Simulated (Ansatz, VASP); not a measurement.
One calculation of AlN, two programs

```xyz
4
Lattice="3.3121 0.0000 0.0000 -1.6561 2.8684 0.0000 0.0000 0.0000 4.1876" Properties=species:S:1:pos:R:3 pbc="T T T"
Al    1.6561    0.9561    1.0469
Al    0.0000    1.9123    3.1407
N     1.6561    0.9561    3.1407
N     0.0000    1.9123    1.0469
```

Alike in both runs: task single point; functional PBE; k mesh 9 × 9 × 7; occupations fermi-dirac, width 0.05 eV; no spin polarisation.

|  | VASP | Ansatz |
| --- | --- | --- |
| version | VASP 6.6.1 | Ansatz 0.2.0 |
| potentials or method | VASP PAW PBE potentials, release 64 (Al, N), cutoff 520 eV | all-electron LAPW, scalar-relativistic |

```csv
,VASP,Ansatz,Ansatz less VASP
gap on the k mesh at the Fermi level (eV),3.27,3.27,0.000
least direct gap on the mesh (eV),3.27,3.27,0.000
pressure (GPa),0.0,0.3,+0.24
"traceless stress, the component that is largest in VASP (GPa)",0.01,-0.06,-0.072
```

Ansatz ran all-electron here, and VASP with PAW potentials.
